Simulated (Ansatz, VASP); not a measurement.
**RbCaH3 in VASP and in Ansatz**

INCAR

```
PREC     = Accurate       # precision mode
ENCUT    = 520            # plane-wave cutoff, eV
EDIFF    = 1E-6           # SCF threshold, eV
ISMEAR   = 0              # smearing method
SIGMA    = 0.05           # smearing width, eV
LREAL    = F              # projectors in reciprocal space
LASPH    = T              # aspherical terms in the spheres
NELM     = 100            # most SCF steps
ALGO     = Normal         # electronic algorithm
ISIF     = 2              # what is computed and relaxed
LWAVE    = F              # write WAVECAR
LCHARG   = T              # write CHGCAR
GGA      = CA             # functional
LELF     = T              # ELF
LVHAR    = T            
NBANDS   = 19             # bands
```

The input KPOINTS:

```
Automatic mesh
0
Gamma
  6 6 6
```

POSCAR

```
RbCaH3
1.0
    4.2059750000      0.0000000000      0.0000000000
    0.0000000000      4.2059750000      0.0000000000
    0.0000000000      0.0000000000      4.5470000000
Rb Ca H
1 1 3
Direct
    0.0000000000      0.0000000000      0.0000000000
    0.5000000000      0.5000000000      0.5000000000
    0.0000000000      0.5000000000      0.5000000000
    0.5000000000      0.0000000000      0.5000000000
    0.5000000000      0.5000000000      0.0000000000
```

Input for Ansatz:

```yaml
crystal:
  lattice:
    - [4.205975, 0.0, 0.0]
    - [0.0, 4.205975, 0.0]
    - [0.0, 0.0, 4.547]
  atoms:
    - { symbol: Rb, position: [0.0, 0.0, 0.0] }
    - { symbol: Ca, position: [0.5, 0.5, 0.5] }
    - { symbol: H, position: [0.0, 0.5, 0.5] }
    - { symbol: H, position: [0.5, 0.0, 0.5] }
    - { symbol: H, position: [0.5, 0.5, 0.0] }
basis:
  ecutwfc: 420
kpoints:
  mp_grid: { grid: [6, 6, 6] }
hamiltonian:
  xc: lda
scf:
  occupations: { method: gaussian, width: 0.05 }
output:
  forces: true
  stress: true
  eigenvalues: true
```

Change from the starting cell: strain -0.0750 x Voigt [1, 1, 0, 0, 0, 0], atoms carried along.

Alike in both runs: task single point; functional LDA; k mesh 6 × 6 × 6; occupations gaussian, width 0.05 eV; no spin polarisation.

```csv
,VASP,Ansatz
version,VASP 6.6.1,Ansatz 0.2.0
potentials or method,"VASP PAW LDA potentials, release 64 (Rb_sv, Ca_sv, H), cutoff 520 eV","scalar-relativistic, plane waves, PAW"
valence electrons in the cell,22,22
```

VASP gave:

* gap on the k mesh at the Fermi level (eV): 2.64
* least direct gap on the mesh (eV): 2.64
* pressure (GPa): 2.1
* traceless stress, the component that is largest in VASP (GPa): -3.13

Problem. Which values does Ansatz return?

Solution. gap on the k mesh at the Fermi level (eV): 2.65; least direct gap on the mesh (eV): 2.65; pressure (GPa): 2.1; traceless stress, the component that is largest in VASP (GPa): -3.10.

LDA's correlation is that of Perdew and Zunger in VASP and of Perdew and Wang (1992) in Ansatz.
